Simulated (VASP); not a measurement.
Crystal: Na.

```xyz
2
Lattice="4.2800 0.0000 0.0000 0.0000 4.2800 0.0000 0.0000 0.0000 4.2800" Properties=species:S:1:pos:R:3 pbc="T T T"
Na    0.0000    0.0000    0.0000
Na    2.1400    2.1400    2.1400
```

```yaml
Program: VASP 6.6.1
Task: relaxation of volume and atoms at fixed shape
Functional: r2SCAN
Potentials_or_basis: VASP PAW PBE potentials, release 64 (Na_pv)
Cutoff: 600 eV
k_mesh: 10 × 10 × 10
Occupations: gaussian, width 0.1 eV
Spin: no spin polarisation
```

At the start: pressure -0.3 GPa; volume 39.20 Å³/atom.

Question: How do energy, volume and symmetry change on relaxing?

Answer: Over 3 steps the energy falls by 3.0 meV/atom and the volume is 37.41 Å³/atom (-4.6 %); space group Im-3m (No. 229, to 0.1 Å) before and after.

The path:
| step | energy change (eV) | largest force (eV/Å) | pressure (GPa) | volume (Å³) |
| --- | --- | --- | --- | --- |
| 1 | 0.0000 | 0.0000 | -0.33 | 78.40 |
| 2 | -0.0019 | 0.0000 | -0.28 | 77.50 |
| 3 | -0.0061 | 0.0000 | -0.09 | 74.82 |

Final structure:
```yaml
crystal:
  lattice:
    - [4.21382, 0.00000, 0.00000]
    - [0.00000, 4.21382, 0.00000]
    - [0.00000, 0.00000, 4.21382]
  atoms:
    - { symbol: Na, position: [0.00000, 0.00000, 0.00000] }
    - { symbol: Na, position: [0.50000, 0.50000, 0.50000] }
```

Caveat: the PAW data sets were made with another functional, which shifts forces and pressure a little.
